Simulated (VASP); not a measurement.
# Ru in VASP: further runs

Ru is run at these levels: PBE; tasks: single point.

Everything below comes from runs of VASP 6.6.1. Logs are shortened: lines on timing, memory, paths and dates and some standing lists are left out, and cuts for length are marked.

## Step 1: The cell of the first run

The structure is cubic, space group Fm-3m (No. 225). The conventional cell has a = 3.880 Å, b = 3.880 Å, c = 3.880 Å, α = 90.00°, β = 90.00°, γ = 90.00°. Within 3.6 Å of Ru (site symmetry m-3m) lie 12 Ru at 2.74 Å.

## Step 2: Single point, PBE

Contents of INCAR:

```
SYSTEM = Ru
  ALGO = Fast
  EDIFF = 1E-6
  ENCUT = 520
  GGA = PE
  ISIF = 2
  ISMEAR = -1
  LASPH = .TRUE.
  LCHARG = .FALSE.
  LREAL = .FALSE.
  LWAVE = .FALSE.
  NBANDS = 13
  NELM = 100
  PREC = Accurate
  SIGMA = 0.05
```

Contents of KPOINTS:

```
k-points
0
G
  12 12 12
  0 0 0
```

Contents of POSCAR:

```
Ru
1.0
    0.0000000000      1.9402002583      1.9402002583
    1.9402002583      0.0000000000      1.9402002583
    1.9402002583      1.9402002583      0.0000000000
Ru
1
Direct
    0.0000000000      0.0000000000      0.0000000000
```

Potentials or basis: VASP PAW PBE potentials, release 64 (Ru_pv).

On the command line:

```console
$ cat potpaw_PBE.64/Ru_pv/POTCAR > POTCAR
$ mpirun -np 1 vasp_std > vasp.out
```

OUTCAR:

```text
SYSTEM = Ru
   EDIFF = 1E-6
   ENCUT = 520
   GGA = PE
   ISIF = 2
   ISMEAR = -1
   LASPH = .TRUE.
   LREAL = .FALSE.
   NELM = 100
   PREC = Accurate

 ion  position               nearest neighbor table
   1  0.000  0.000  0.000-

  LATTYP: Found a face centered cubic cell.
 ALAT       =     3.8804005166

  Lattice vectors:

 A1 = (   0.0000000000,   1.9402002583,   1.9402002583)
 A2 = (   1.9402002583,   0.0000000000,   1.9402002583)
 A3 = (   1.9402002583,   1.9402002583,   0.0000000000)

Analysis of symmetry for initial positions (statically):
=====================================================================
 Subroutine PRICEL returns:
 Original cell was already a primitive cell.

 Routine SETGRP: Setting up the symmetry group for a
 face centered cubic supercell.

 Subroutine GETGRP returns: Found 48 space group operations
 (whereof 48 operations were pure point group operations)
 out of a pool of 48 trial point group operations.

The static configuration has the point symmetry O_h .

Analysis of symmetry for dynamics (positions and initial velocities):
=====================================================================
 Subroutine PRICEL returns:
 Original cell was already a primitive cell.

 Routine SETGRP: Setting up the symmetry group for a
 face centered cubic supercell.

 Subroutine GETGRP returns: Found 48 space group operations
 (whereof 48 operations were pure point group operations)
 out of a pool of 48 trial point group operations.

The dynamic configuration has the point symmetry O_h .

 Subroutine INISYM returns: Found 48 space group operations
 (whereof 48 operations are pure point group operations),
 and found     1 'primitive' translations

----------------------------------------------------------------------------------------

                                     Primitive cell

  volume of cell :      14.6073

  direct lattice vectors                    reciprocal lattice vectors
     0.000000000  1.940200258  1.940200258    -0.257705357  0.257705357  0.257705357
     1.940200258  0.000000000  1.940200258     0.257705357 -0.257705357  0.257705357
     1.940200258  1.940200258  0.000000000     0.257705357  0.257705357 -0.257705357

  length of vectors
     2.743857519  2.743857519  2.743857519     0.446358772  0.446358772  0.446358772

  position of ions in fractional coordinates (direct lattice)
     0.000000000  0.000000000  0.000000000

  ion indices of the primitive-cell ions
   primitive index   ion index
                 1           1

----------------------------------------------------------------------------------------

 KPOINTS: k-points

Automatic generation of k-mesh.
 Grid dimensions read from file:
 generate k-points for:   12   12   12

 Generating k-lattice:

  Cartesian coordinates                     Fractional coordinates (reciprocal lattice)
    -0.021475446  0.021475446  0.021475446     0.083333333  0.000000000  0.000000000
     0.021475446 -0.021475446  0.021475446     0.000000000  0.083333333  0.000000000
     0.021475446  0.021475446 -0.021475446     0.000000000  0.000000000  0.083333333

  Length of vectors
     0.037196564  0.037196564  0.037196564

  Shift w.r.t. Gamma in fractional coordinates (k-lattice)
     0.000000000  0.000000000  0.000000000

 Subroutine IBZKPT returns following result:
 ===========================================

 Found     72 irreducible k-points:

 Following reciprocal coordinates:
            Coordinates               Weight
  0.000000  0.000000  0.000000      1.000000
  0.083333  0.000000  0.000000      8.000000
  0.166667  0.000000  0.000000      8.000000
  0.250000  0.000000  0.000000      8.000000
  0.333333  0.000000  0.000000      8.000000
  0.416667  0.000000  0.000000      8.000000
[... 16 lines left out ...]
  0.500000  0.166667  0.000000     24.000000
 -0.416667  0.166667  0.000000     24.000000
 [... further k-points ...]
   k-points           NKPTS =     72   k-points in BZ     NKDIM =     72   number of bands    NBANDS=     13
   number of dos      NEDOS =    301   number of ions     NIONS =      1
   total plane-waves  NPLWV =   8000
   dimension x,y,z NGX =    20 NGY =   20 NGZ =   20
   dimension x,y,z NGXF=    40 NGYF=   40 NGZF=   40
   ions per type =               1
   NGX,Y,Z   is equivalent  to a cutoff of  12.12, 12.12, 12.12 a.u.
   NGXF,Y,Z  is equivalent  to a cutoff of  24.24, 24.24, 24.24 a.u.
 SYSTEM =  Ru
   PREC   = accura    normal or accurate (medium, high low for compatibility)
   ISTART =      0    job   : 0-new  1-cont  2-samecut
   ICHARG =      2    charge: 1-file 2-atom 10-const
   ISPIN  =      1    spin polarized calculation?
   LNONCOLLINEAR =      F non collinear calculations
   LSORBIT =      F    spin-orbit coupling
   LASPH  =      T    aspherical Exc in radial PAW
   ENCUT  =  520.0 eV  38.22 Ry    6.18 a.u.   5.10  5.10  5.10*2*pi/ulx,y,z
   NELM   =    100;   NELMIN=  2; NELMDL= -5     # of ELM steps
   EDIFF  = 0.1E-05   stopping-criterion for ELM
   LREAL  =      F    real-space projection
   EDIFFG = 0.1E-04   stopping-criterion for IOM
   NSW    =      0    number of steps for IOM
   IBRION =     -1    ionic relax: 0-MD 1-quasi-New 2-CG
   NFREE  =      0    steps in history (QN), initial steepest desc. (CG)
   ISIF   =      2    stress and relaxation
   ISYM   =      2    0-nonsym 1-usesym 2-fastsym
   POTIM  = 0.5000    time-step for ionic-motion
   TEBEG  =    0.0;   TEEND  =   0.0 temperature during run
   PSTRESS=    0.0 pullay stress
   NELECT =      14.0000    total number of electrons
   NUPDOWN=      -1.0000    fix difference up-down
   EMIN   =  10.00;   EMAX   =-10.00  energy-range for DOS
   EFERMI =   0.00;   METHOD = LEGACY
   ISMEAR =    -1;   SIGMA  =   0.05  broadening in eV -4-tet -1-fermi 0-gaus
   EFERMI_NEDOS =   21; number of points for ismear=-14 and -15
   IALGO  =     68    algorithm
   IMIX   =      4    mixing-type and parameters
     AMIX     =   0.40;   BMIX     =  1.00
     AMIX_MAG =   1.60;   BMIX_MAG =  1.00
  volume/ion in A,a.u.               =      14.61        98.57
  Fermi-wavevector in a.u.,A,eV,Ry     =   1.614090  3.050187 35.447054  2.605285
  Thomas-Fermi vector in A             =   2.709054
   LORBIT       =      0    0 simple, 1 ext, 2 COOP (PROOUT), +10 PAW based schemes
   GGA     = PE    functional components
   LHFCALC =     F    Hartree Fock is set to
   AEXX    =    0.0000 exact exchange contribution
   IVDW    =     0    specifies the selected vdW correction
   LEPSILON=     F    determine dielectric tensor
   LRPA    =     F    only Hartree local field effects (RPA)
 non-spin polarized calculation
 RMM-DIIS sequential band-by-band and
  energy-cutoff  :      520.00
  volume of cell :       14.61
 maximum number of plane-waves:       411
   NGX = 11   NGY = 11   NGZ = 11

 number of electron      13.9999994 magnetization

 Free energy of the ion-electron system (eV)
  ---------------------------------------------------
  ext. energy  EPLUGINS =         0.00000000
  ---------------------------------------------------
  free energy    TOTEN  =        -9.09821974 eV

  energy without entropy =       -9.09157411  energy(sigma->0) =       -9.09489692

 E-fermi :  11.4742     XC(G=0): -13.6697

 val. band max:       11.4640412399   @ k =  -0.4167   0.3333   0.0000
 cond. band min:      11.4787377560   @ k =  -0.3333   0.4167   0.0833
 fundamental gap:      0.0146965161
 Fermi energy:        11.4742230326

 k-point     1 :       0.0000    0.0000    0.0000
  band No.  band energies     occupation
      1     -30.9534      2.00000
      2     -30.9534      2.00000
      3     -30.9534      2.00000
      4       3.9954      2.00000
      5       9.1541      2.00000
      6       9.1541      2.00000
      7       9.1541      2.00000
      8      11.3386      1.87547
      9      11.3386      1.87547
     10      22.0850      0.00000
     11      26.5591      0.00000
     12      31.9009      0.00000
     13      31.9009      0.00000

 k-point     2 :       0.0833    0.0000    0.0000
  band No.  band energies     occupation
      1     -31.0116      2.00000
      2     -30.9612      2.00000
      3     -30.9612      2.00000
      4       4.2683      2.00000
      5       9.0224      2.00000
      6       9.2634      2.00000
      7       9.2634      2.00000
      8      11.2749      1.96354
      9      11.2749      1.96354
     10      22.0850      0.00000
     11      26.9886      0.00000
     12      30.6220      0.00000
     13      32.3296      0.00000

 k-point     3 :       0.1667    0.0000    0.0000
  band No.  band energies     occupation
      1     -31.1686      2.00000
      2     -30.9822      2.00000
      3     -30.9822      2.00000
      4       4.9962      2.00000
      5       8.7758      2.00000
      6       9.4831      2.00000
      7       9.4831      2.00000
      8      11.2171      1.98838
      9      11.2171      1.98838
     10      22.0850      0.00000
     11      27.9729      0.00000
     12      28.4443      0.00000
     13      33.5290      0.00000
[... 305 lines left out ...]
 k-point    23 :       0.5000    0.1667    0.0000
  band No.  band energies     occupation
      1     -31.7031      2.00000
      2     -31.1921      2.00000
      3     -31.1154      2.00000
      4       6.6155      2.00000
      5       8.3750      2.00000
      6       9.8281      2.00000
      7       9.8402      2.00000
      8      13.0672      0.00000
      9      15.5944      0.00000
     10      21.0048      0.00000
     11      22.0870      0.00000
     12      27.3176      0.00000
     13      30.4316      0.00000

 k-point    24 :      -0.4167    0.1667    0.0000
  band No.  band energies     occupation
      1     -31.7103      2.00000
      2     -31.2196      2.00000
      3     -31.0982      2.00000
      4       6.6848      2.00000
      5       8.3968      2.00000
      6       9.7434      2.00000
      7      10.0642      2.00000
      8      12.6667      0.00000
      9      16.1527      0.00000
     10      20.6653      0.00000
     11      22.0866      0.00000
     12      27.0807      0.00000
     13      29.7808      0.00000

 [... further k-points ...]

------------------------ aborting loop because EDIFF is reached ----------------------------------------

  FORCE on cell =-STRESS in cart. coord.  units (eV):
  Direction    XX          YY          ZZ          XY          YZ          ZX
  --------------------------------------------------------------------------------------
  -------------------------------------------------------------------------------------
  Total       -1.3676392     -1.3676392     -1.3676392      0.0000000     -0.0000000      0.0000000
  in kB     -150.0073194   -150.0073194   -150.0073194      0.0000000     -0.0000000      0.0000000
  external PRESSURE =    -150.0073194 kB  Pullay stress =       0.0000000 kB

 VOLUME and BASIS-vectors are now :
 -----------------------------------------------------------------------------
  energy-cutoff  :      520.00
  volume of cell :       14.61
      direct lattice vectors                 reciprocal lattice vectors
     0.000000000  1.940200258  1.940200258    -0.257705357  0.257705357  0.257705357
     1.940200258  0.000000000  1.940200258     0.257705357 -0.257705357  0.257705357
     1.940200258  1.940200258  0.000000000     0.257705357  0.257705357 -0.257705357

 POSITION                                       TOTAL-FORCE (eV/Angst)
 -----------------------------------------------------------------------------------
      0.00000      0.00000      0.00000         0.000000     -0.000000      0.000000
 -----------------------------------------------------------------------------------
    total drift:                               -0.000000     -0.000000     -0.000000

  FREE ENERGIE OF THE ION-ELECTRON SYSTEM (eV)
  ---------------------------------------------------
  free  energy   TOTEN  =        -9.0982197387 eV

  energy  without entropy=       -9.0915741060  energy(sigma->0) =       -9.09489692
```

Run time: 6.3 s. Hardware: 1 thread of AMD EPYC 9R45 (Zen 5), shared host; peak memory 0.1 GiB.

Results:

- Free energy: -9.0982 eV
- Pressure: -15.0 GPa
- Band gap on the k mesh: zero (band 7 reaches 13.46 eV, above the bottom of band 8 at 10.41 eV)

## Step 3: Single point, PBE

This run uses another cell than the first one, of 14.89 Å³/atom, 1.019 times its volume.

Contents of INCAR:

```
SYSTEM = Ru
PREC = Accurate ; ENCUT = 520
EDIFF = 1E-6 ; ISMEAR = -1
SIGMA = 0.05 ; LREAL = .FALSE.
LASPH = .TRUE. ; NELM = 100
ALGO = Normal ; ISIF = 2
LWAVE = .FALSE. ; LCHARG = .FALSE.
GGA = PE ; NBANDS = 13
```

Contents of KPOINTS:

```
regular mesh
0
G
  12 12 12
  0 0 0
```

Contents of POSCAR:

```
Ru
1.0
    0.0000000000      1.9525585549      1.9525585549
    1.9525585549      0.0000000000      1.9525585549
    1.9525585549      1.9525585549      0.0000000000
Ru
1
Direct
    0.0000000000      0.0000000000      0.0000000000
```

Potentials or basis: VASP PAW PBE potentials, release 64 (Ru_pv).

On the command line:

```console
$ cat potpaw_PBE.64/Ru_pv/POTCAR > POTCAR
$ mpirun -np 1 vasp_std > vasp.out
```

Wall time 7.7 s (1 thread of AMD EPYC 9R45 (Zen 5), shared host); peak memory 0.11 GiB.

The run converged. Its results:

```
Free energy            : -9.0685 eV
Pressure               : -19.1 GPa
Band gap on the k mesh : zero (band 7 reaches 13.08 eV, above the bottom of band 8 at 10.13 eV)
```

Levels at points of the mesh, in eV from the Fermi level:
```tsv
k point	band 5	band 6	band 7	band 8	band 9	band 10
(0.00, 0.00, 0.00)	-2.25	-2.25	-2.25	-0.13	-0.13	10.64
(0.50, 0.00, 0.00)	-2.35	-2.35	0.98	1.48	1.48	8.97
(0.50, 0.50, 0.00)	-5.17	1.44	1.92	1.92	3.40	10.64
```

## Step 4: Single point, PBE (the cell strained at random)

Contents of INCAR:

```
PREC = Accurate ; ENCUT = 520
EDIFF = 1E-7 ; ISMEAR = -1
SIGMA = 0.05 ; LREAL = False
LASPH = True ; NELM = 60
ALGO = Fast ; ISIF = 2
LWAVE = False ; LCHARG = False
GGA = PE ; NBANDS = 13
```

Contents of KPOINTS:

```
Automatic mesh
0
Gamma
  12 12 12
```

Contents of POSCAR:

```
Ru
1.0
    0.0536490000      1.9386870000      1.9070040000
    1.9461440000      0.0409510000      1.9197030000
    1.9522850000      1.9575260000      0.0348100000
Ru
1
Direct
   -0.0031480000     -0.0304750000      0.0180430000
```

On the command line:

```console
$ cat potpaw_PBE.64/Ru_pv/POTCAR > POTCAR
$ mpirun -np 1 vasp_std > vasp.out
```

It took 94 s on 1 thread of AMD EPYC 9R45 (Zen 5), shared host; peak memory 0.22 GiB.

It converged, with:

```yaml
Free_energy: -9.1133 eV
Pressure: -4.3 GPa
Band_gap_on_the_k_mesh: zero (band 7 reaches 14.27 eV, above the bottom of band 8 at 10.83 eV)
```

Stress tensor (GPa, compression positive):
```
-4.96 -7.51 -6.28
-7.51 -5.81 -2.77
-6.28 -2.77 -2.01
```

Levels at points of the mesh, in eV from the Fermi level:
```
           k point  band 3  band 4  band 5  band 6  band 7  band 8  band 9  band 10  band 11  band 12
(0.00, 0.00, 0.00)  -42.41   -7.71   -2.81   -2.39   -2.23   -0.23   -0.01    10.56    15.06    19.89
(0.50, 0.00, 0.00)  -42.58   -5.83   -2.91   -2.35    1.24    1.56    1.83    10.00    10.56    14.48
(0.00, 0.50, 0.00)  -42.56   -5.83   -2.96   -2.23    1.09    1.51    1.80     9.80    10.56    14.59
(0.50, 0.50, 0.00)  -42.76   -6.11   -5.66    1.56    2.11    2.17    3.78    10.56    12.52    13.52
(0.00, 0.00, 0.50)  -42.57   -5.83   -2.78   -2.38    1.03    1.38    1.86     9.72    10.56    14.66
(0.50, 0.00, 0.50)  -42.74   -6.10   -5.63    1.55    2.08    2.18    3.43    10.56    12.90    13.07
(0.00, 0.50, 0.50)  -42.76   -6.10   -5.63    1.53    2.06    2.22    3.49    10.56    13.08    13.15
(0.50, 0.50, 0.50)  -42.52   -5.84   -2.60   -2.42    0.65    1.45    1.64     9.16    10.56    14.92
```

Caveat: the cell differs from its parent crystal (the cell strained at random).

## Step 5: Single point, PBE

This run uses another cell than the first one, of 14.05 Å³/atom, 0.962 times its volume.

Contents of INCAR:

```
SYSTEM = Ru
PREC     = Accurate       ! precision mode
ENCUT    = 520            ! plane-wave cutoff, eV
EDIFF    = 1E-6           ! SCF threshold, eV
ISMEAR   = -1             ! smearing method
SIGMA    = 0.04           ! smearing width, eV
LREAL    = .FALSE.        ! projectors in reciprocal space
LASPH    = .TRUE.         ! aspherical terms in the spheres
NELM     = 100            ! most SCF steps
ALGO     = Normal         ! electronic algorithm
ISIF     = 2              ! what is computed and relaxed
LWAVE    = .FALSE.        ! write WAVECAR
LCHARG   = .TRUE.         ! write CHGCAR
GGA      = PE             ! functional
LELF     = .TRUE.         ! ELF
LVHAR    = .TRUE.       
NBANDS   = 13             ! bands
```

Contents of KPOINTS:

```
Automatic mesh
0
G
  7 7 7
  0 0 0
```

Contents of POSCAR:

```
Ru
1.0
    0.0000000000      1.9150000000      1.9150000000
    1.9150000000      0.0000000000      1.9150000000
    1.9150000000      1.9150000000      0.0000000000
Ru
1
Direct
    0.0000000000      0.0000000000      0.0000000000
```

On the command line:

```console
$ cat potpaw_PBE.64/Ru_pv/POTCAR > POTCAR
$ mpirun -np 1 vasp_std > vasp.out
```

It took 2.2 s on 1 thread of Intel Xeon 6975P-C (Granite Rapids), shared host; peak memory 0.12 GiB.

It converged, with:

```yaml
Free_energy: -9.0687 eV
Pressure: -3.5 GPa
Band_gap_on_the_k_mesh: zero (band 7 reaches 13.93 eV, above the bottom of band 8 at 11.21 eV)
```

Levels at points of the mesh, in eV from the Fermi level:
| k point | band 4 | band 5 | band 6 | band 7 | band 8 | band 9 | band 10 | band 11 |
| --- | --- | --- | --- | --- | --- | --- | --- | --- |
| (0.00, 0.00, 0.00) | -7.62 | -2.35 | -2.35 | -2.35 | -0.02 | -0.02 | 10.71 | 15.16 |

Caveat: the k points lie up to 0.41 Å⁻¹ apart.

## Step 6: Summary

```tsv
cell	k mesh	smearing	gap on the mesh (eV)	pressure (GPa)
a = 2.744 Å, angles 60.0°, 1 atom	12 × 12 × 12	fermi-dirac 0.05 eV	none	-15.0
a = 2.761 Å, angles 60.0°, 1 atom	12 × 12 × 12	fermi-dirac 0.05 eV	none	-19.1
a = 2.720, b = 2.734, c = 2.765 Å, angles 58.5, 58.2, 58.9°, 1 atom	12 × 12 × 12	fermi-dirac 0.05 eV	none	-4.3
a = 2.708 Å, angles 60.0°, 1 atom	7 × 7 × 7	fermi-dirac 0.04 eV	none	-3.5
```

Alike in all rows: task single point; level PBE; potentials or basis VASP PAW PBE potentials, release 64 (Ru_pv); no spin polarisation; cutoff (eV) 520.

Caveats: some runs use coarse meshes.

Absolute energies hang on the potentials; compare differences alone.
